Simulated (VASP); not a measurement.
# Sc (Fm-3m) in VASP: notebook, part 2 of 2

VASP 6.6.1. Earlier steps stand in the parts before.

**3. Single point, PBE (strained)**

The input, INCAR:

```
SYSTEM = Sc
ALGO = Normal
EDIFF = 1E-6
ENCUT = 500
GGA = PE
GGA_COMPAT = .False.
ISIF = 2
ISMEAR = 0
LASPH = .True.
LCHARG = .False.
LREAL = .False.
LWAVE = .False.
NBANDS = 12
NELM = 120
PREC = Accurate
SIGMA = 0.1
```

The input, KPOINTS:

```
k-points
0
Gamma
  16 16 16
  0 0 0
```

The input, POSCAR:

```
Sc
1.0
    0.0000000000      2.2413467800      2.2413467800
    2.2413467800      0.0000000000      2.2413467800
    2.2413467800      2.2413467800      0.0000000000
Sc
1
Direct
    0.0000000000      0.0000000000      0.0000000000
```

Potentials or basis: VASP PAW PBE potentials, release 64 (Sc_sv).

Run with:

```console
$ cat potpaw_PBE.64/Sc_sv/POTCAR > POTCAR
$ mpirun -np 1 vasp_std > vasp.out
```

OUTCAR:

```text
SYSTEM = Sc
   EDIFF = 1E-6
   ENCUT = 500
   GGA = PE
   ISIF = 2
   ISMEAR = 0
   LASPH = .True.
   LREAL = .False.
   NELM = 120
   PREC = Accurate

 ion  position               nearest neighbor table
   1  0.000  0.000  0.000-

  LATTYP: Found a face centered cubic cell.
 ALAT       =     4.4826935600

  Lattice vectors:

 A1 = (   0.0000000000,   2.2413467800,   2.2413467800)
 A2 = (   2.2413467800,   0.0000000000,   2.2413467800)
 A3 = (   2.2413467800,   2.2413467800,   0.0000000000)

Analysis of symmetry for initial positions (statically):
=====================================================================
 Subroutine PRICEL returns:
 Original cell was already a primitive cell.

 Routine SETGRP: Setting up the symmetry group for a
 face centered cubic supercell.

 Subroutine GETGRP returns: Found 48 space group operations
 (whereof 48 operations were pure point group operations)
 out of a pool of 48 trial point group operations.

The static configuration has the point symmetry O_h .

Analysis of symmetry for dynamics (positions and initial velocities):
=====================================================================
 Subroutine PRICEL returns:
 Original cell was already a primitive cell.

 Routine SETGRP: Setting up the symmetry group for a
 face centered cubic supercell.

 Subroutine GETGRP returns: Found 48 space group operations
 (whereof 48 operations were pure point group operations)
 out of a pool of 48 trial point group operations.

The dynamic configuration has the point symmetry O_h .

 Subroutine INISYM returns: Found 48 space group operations
 (whereof 48 operations are pure point group operations),
 and found     1 'primitive' translations

----------------------------------------------------------------------------------------

                                     Primitive cell

[... 112 lines left out ...]
   LORBIT       =      0    0 simple, 1 ext, 2 COOP (PROOUT), +10 PAW based schemes
   GGA     = PE    functional components
   LHFCALC =     F    Hartree Fock is set to
   AEXX    =    0.0000 exact exchange contribution
   IVDW    =     0    specifies the selected vdW correction
   LEPSILON=     F    determine dielectric tensor
   LRPA    =     F    only Hartree local field effects (RPA)
 non-spin polarized calculation
 Gauss-broadening in eV      SIGMA  =   0.10
  energy-cutoff  :      500.00
  volume of cell :       22.52
 maximum number of plane-waves:       588
   NGX = 11   NGY = 11   NGZ = 11

 number of electron      11.0000003 magnetization

 Free energy of the ion-electron system (eV)
  ---------------------------------------------------
  ext. energy  EPLUGINS =         0.00000000
  ---------------------------------------------------
  free energy    TOTEN  =        -6.17109100 eV

  energy without entropy =       -6.16227548  energy(sigma->0) =       -6.16668324

 E-fermi :   4.2953     XC(G=0): -10.2413

 val. band max:        4.2920094691   @ k =   0.5000   0.1875   0.0625
 cond. band min:       4.3001991669   @ k =  -0.3750   0.1875   0.0000
 fundamental gap:      0.0081896978
 Fermi energy:         4.2953032611

 k-point     1 :       0.0000    0.0000    0.0000
  band No.  band energies     occupation
      1     -44.9034      2.00000
      2     -23.2604      2.00000
      3     -23.2604      2.00000
      4     -23.2604      2.00000
      5      -1.0616      2.00000
      6       5.9972      0.00000
      7       5.9972      0.00000
      8       5.9972      0.00000
      9       7.5502      0.00000
     10       7.5502      0.00000
     11      17.2964      0.00000
     12      21.0625      0.00000
[... 331 lines left out ...]
 k-point    24 :      -0.0625    0.0625    0.0000
  band No.  band energies     occupation
      1     -44.8949      2.00000
      2     -23.3114      2.00000
      3     -23.2751      2.00000
      4     -23.2639      2.00000
      5      -0.7766      2.00000
      6       5.7777      0.00000
      7       6.1038      0.00000
      8       6.1077      0.00000
      9       7.3951      0.00000
     10       7.5555      0.00000
     11      17.5800      0.00000
     12      19.4217      0.00000

 [... further k-points ...]

------------------------ aborting loop because EDIFF is reached ----------------------------------------

  FORCE on cell =-STRESS in cart. coord.  units (eV):
  Direction    XX          YY          ZZ          XY          YZ          ZX
  --------------------------------------------------------------------------------------
  -------------------------------------------------------------------------------------
  Total        0.7549704      0.7549704      0.7549704      0.0000000      0.0000000     -0.0000000
  in kB       53.7134880     53.7134880     53.7134880      0.0000000      0.0000000     -0.0000000
  external PRESSURE =      53.7134880 kB  Pullay stress =       0.0000000 kB

 VOLUME and BASIS-vectors are now :
 -----------------------------------------------------------------------------
  energy-cutoff  :      500.00
  volume of cell :       22.52
      direct lattice vectors                 reciprocal lattice vectors
     0.000000000  2.241346780  2.241346780    -0.223080161  0.223080161  0.223080161
     2.241346780  0.000000000  2.241346780     0.223080161 -0.223080161  0.223080161
     2.241346780  2.241346780  0.000000000     0.223080161  0.223080161 -0.223080161

 POSITION                                       TOTAL-FORCE (eV/Angst)
 -----------------------------------------------------------------------------------
      0.00000      0.00000      0.00000         0.000000      0.000000     -0.000000
 -----------------------------------------------------------------------------------
    total drift:                               -0.000000      0.000000     -0.000000

  FREE ENERGIE OF THE ION-ELECTRON SYSTEM (eV)
  ---------------------------------------------------
  free  energy   TOTEN  =        -6.1710910049 eV

  energy  without entropy=       -6.1622754838  energy(sigma->0) =       -6.16668324
```

OSZICAR:

```text
N       E                     dE             d eps       ncg     rms          rms(c)
DAV:   1     0.702106104754E+02    0.70211E+02   -0.50272E+03  3496   0.891E+02
DAV:   2    -0.544635928227E+01   -0.75657E+02   -0.74123E+02  3480   0.280E+02
DAV:   3    -0.675713756171E+01   -0.13108E+01   -0.12812E+01  4588   0.482E+01
DAV:   4    -0.677782344175E+01   -0.20686E-01   -0.20676E-01  4356   0.485E+00
DAV:   5    -0.677812926075E+01   -0.30582E-03   -0.30582E-03  4568   0.565E-01    0.580E+00
DAV:   6    -0.624347403973E+01    0.53466E+00   -0.80820E-01  5204   0.131E+01    0.176E+00
DAV:   7    -0.617519676726E+01    0.68277E-01   -0.15576E-01  5464   0.553E+00    0.516E-01
DAV:   8    -0.617132306339E+01    0.38737E-02   -0.97625E-03  4164   0.137E+00    0.128E-01
DAV:   9    -0.617109123560E+01    0.23183E-03   -0.10247E-03  5260   0.487E-01    0.251E-02
DAV:  10    -0.617109155425E+01   -0.31864E-06   -0.31128E-05  5304   0.642E-02    0.447E-03
DAV:  11    -0.617109100494E+01    0.54931E-06   -0.12388E-06  3972   0.169E-02
   1 F= -.61710910E+01 E0= -.61666832E+01  d E =-.881552E-02
```

stdout:

```text
POSCAR found type information on POSCAR Sc
 POSCAR found :  1 types and       1 ions
 scaLAPACK will be used
 LDA part: xc-table for (Slater+PW92), standard interpolation
 POSCAR, INCAR and KPOINTS ok, starting setup
 FFT: planning ... GRIDC
 FFT: planning ... GRID_SOFT
 FFT: planning ... GRID
 WAVECAR not read
 entering main loop
```

Wall time 38 s (1 thread of Intel Xeon 8259CL, shared host); peak memory 0.16 GiB.

What came out:

| Property | Result |
| --- | --- |
| Free energy | -6.1711 eV |
| Pressure | 5.4 GPa |
| Band gap on the k mesh | zero (an odd number of electrons rules out a gap without spin polarisation) |

Caveat: the cell differs from its parent crystal (strained); the cell stands under pressure.

**4. Single point, PBE (strained)**

INCAR is that of step 3.

KPOINTS is that of step 3.

The input, POSCAR:

```
Sc
1.0
    0.0000000000      2.2561731450      2.2561731450
    2.2561731450      0.0000000000      2.2561731450
    2.2561731450      2.2561731450      0.0000000000
Sc
1
Direct
    0.0000000000      0.0000000000      0.0000000000
```

Potentials or basis: VASP PAW PBE potentials, release 64 (Sc_sv).

Run with:

```console
$ cat potpaw_PBE.64/Sc_sv/POTCAR > POTCAR
$ mpirun -np 1 vasp_std > vasp.out
```

OUTCAR:

```text
SYSTEM = Sc
   EDIFF = 1E-6
   ENCUT = 500
   GGA = PE
   ISIF = 2
   ISMEAR = 0
   LASPH = .True.
   LREAL = .False.
   NELM = 120
   PREC = Accurate

 ion  position               nearest neighbor table
   1  0.000  0.000  0.000-

  LATTYP: Found a face centered cubic cell.
 ALAT       =     4.5123462900

  Lattice vectors:

 A1 = (   0.0000000000,   2.2561731450,   2.2561731450)
 A2 = (   2.2561731450,   0.0000000000,   2.2561731450)
 A3 = (   2.2561731450,   2.2561731450,   0.0000000000)

Analysis of symmetry for initial positions (statically):
=====================================================================
 Subroutine PRICEL returns:
 Original cell was already a primitive cell.

 Routine SETGRP: Setting up the symmetry group for a
 face centered cubic supercell.

 Subroutine GETGRP returns: Found 48 space group operations
 (whereof 48 operations were pure point group operations)
 out of a pool of 48 trial point group operations.

The static configuration has the point symmetry O_h .

[... 166 lines left out ...]
  band No.  band energies     occupation
      1     -45.0781      2.00000
      2     -23.4500      2.00000
      3     -23.4500      2.00000
      4     -23.4500      2.00000
      5      -1.1519      2.00000
      6       5.8472      0.00000
      7       5.8472      0.00000
      8       5.8472      0.00000
      9       7.3601      0.00000
     10       7.3601      0.00000
     11      17.0608      0.00000
     12      20.7439      0.00000
[... 331 lines left out ...]
 k-point    24 :      -0.0625    0.0625    0.0000
  band No.  band energies     occupation
      1     -45.0702      2.00000
      2     -23.4976      2.00000
      3     -23.4638      2.00000
      4     -23.4534      2.00000
      5      -0.8722      2.00000
      6       5.6334      0.00000
      7       5.9513      0.00000
      8       5.9547      0.00000
      9       7.2099      0.00000
     10       7.3655      0.00000
     11      17.3270      0.00000
     12      19.1172      0.00000

 [... further k-points ...]

------------------------ aborting loop because EDIFF is reached ----------------------------------------

  FORCE on cell =-STRESS in cart. coord.  units (eV):
  Direction    XX          YY          ZZ          XY          YZ          ZX
  --------------------------------------------------------------------------------------
  -------------------------------------------------------------------------------------
  Total        0.5824626      0.5824626      0.5824626      0.0000000      0.0000000      0.0000000
  in kB       40.6285499     40.6285499     40.6285499      0.0000000      0.0000000      0.0000000
  external PRESSURE =      40.6285499 kB  Pullay stress =       0.0000000 kB

 VOLUME and BASIS-vectors are now :
 -----------------------------------------------------------------------------
  energy-cutoff  :      500.00
  volume of cell :       22.97
      direct lattice vectors                 reciprocal lattice vectors
     0.000000000  2.256173145  2.256173145    -0.221614197  0.221614197  0.221614197
     2.256173145  0.000000000  2.256173145     0.221614197 -0.221614197  0.221614197
     2.256173145  2.256173145  0.000000000     0.221614197  0.221614197 -0.221614197

 POSITION                                       TOTAL-FORCE (eV/Angst)
 -----------------------------------------------------------------------------------
      0.00000      0.00000      0.00000         0.000000      0.000000      0.000000
 -----------------------------------------------------------------------------------
    total drift:                                0.000000      0.000000     -0.000000

  FREE ENERGIE OF THE ION-ELECTRON SYSTEM (eV)
  ---------------------------------------------------
  free  energy   TOTEN  =        -6.1845575295 eV

  energy  without entropy=       -6.1754942649  energy(sigma->0) =       -6.18002590
```

It took 39 s on 1 thread of Intel Xeon 8259CL, shared host; peak memory 0.16 GiB.

Results:

```
Free energy            : -6.1846 eV
Pressure               : 4.1 GPa
Band gap on the k mesh : zero (an odd number of electrons rules out a gap without spin polarisation)
```

Levels at points of the mesh, in eV from the Fermi level:
| k point | band 1 | band 2 | band 3 | band 4 | band 5 | band 6 | band 7 | band 8 | band 9 | band 10 |
| --- | --- | --- | --- | --- | --- | --- | --- | --- | --- | --- |
| (0.00, 0.00, 0.00) | -49.25 | -27.62 | -27.62 | -27.62 | -5.32 | 1.68 | 1.68 | 1.68 | 3.19 | 3.19 |
| (0.50, 0.00, 0.00) | -49.17 | -28.12 | -27.69 | -27.69 | -1.85 | 0.36 | 1.55 | 1.55 | 4.17 | 4.17 |
| (0.50, 0.50, 0.00) | -49.14 | -28.09 | -27.80 | -27.80 | -1.67 | -0.73 | 2.17 | 4.17 | 4.43 | 4.43 |

Caveat: the cell differs from its parent crystal (strained); the cell stands under pressure.

**5. Single point, PBE (strained)**

The input, INCAR:

```
  PREC = Accurate
  ENCUT = 500
  EDIFF = 1E-6
  ISMEAR = 0
  SIGMA = 0.1
  LREAL = F
  LASPH = T
  NELM = 120
  ALGO = Normal
  ISIF = 2
  LWAVE = F
  LCHARG = F
  GGA = PE
  NBANDS = 12
  GGA_COMPAT = F
```

The input, KPOINTS:

```
Automatic mesh
0
Gamma
  16 16 16
```

The input, POSCAR:

```
Sc
1.0
    0.0000000000      2.2882326050      2.2882326050
    2.2882326050      0.0000000000      2.2882326050
    2.2882326050      2.2882326050      0.0000000000
Sc
1
Direct
    0.0000000000      0.0000000000      0.0000000000
```

Run with:

```console
$ cat potpaw_PBE.64/Sc_sv/POTCAR > POTCAR
$ mpirun -np 1 vasp_std > vasp.out
```

Run time: 42 s. Hardware: 1 thread of Intel Xeon 8259CL, shared host; peak memory 0.16 GiB.

The run converged. Its results:

| Item | Value |
| --- | --- |
| Free energy | -6.2022 eV |
| Pressure | 1.5 GPa |
| Band gap on the k mesh | zero (an odd number of electrons rules out a gap without spin polarisation) |

Levels at points of the mesh, in eV from the Fermi level:
| k point | band 2 | band 3 | band 4 | band 5 | band 6 | band 7 | band 8 | band 9 |
| --- | --- | --- | --- | --- | --- | --- | --- | --- |
| (0.00, 0.00, 0.00) | -27.76 | -27.76 | -27.76 | -5.25 | 1.62 | 1.62 | 1.62 | 3.05 |
| (0.50, 0.00, 0.00) | -28.19 | -27.82 | -27.82 | -1.80 | 0.28 | 1.50 | 1.50 | 3.97 |
| (0.50, 0.50, 0.00) | -28.17 | -27.91 | -27.91 | -1.58 | -0.66 | 2.01 | 3.97 | 4.21 |

Caveat: the cell differs from its parent crystal (strained).

**6. Overview**

| cell | gap on the mesh (eV) | pressure (GPa) |
| --- | --- | --- |
| a = 3.089 Å, angles 60.0°, 1 atom | none | 11.3 |
| a = 3.170 Å, angles 60.0°, 1 atom | none | 5.4 |
| a = 3.191 Å, angles 60.0°, 1 atom | none | 4.1 |
| a = 3.236 Å, angles 60.0°, 1 atom | none | 1.5 |

Alike in all rows: task single point; level PBE; potentials or basis VASP PAW PBE potentials, release 64 (Sc_sv); no spin polarisation; k mesh 16 × 16 × 16; cutoff (eV) 500; smearing gaussian 0.1 eV.

Caveats: the cell stands under pressure (at least some runs).

Total energies depend on the potentials used, so only differences within one code and one set of settings carry meaning.
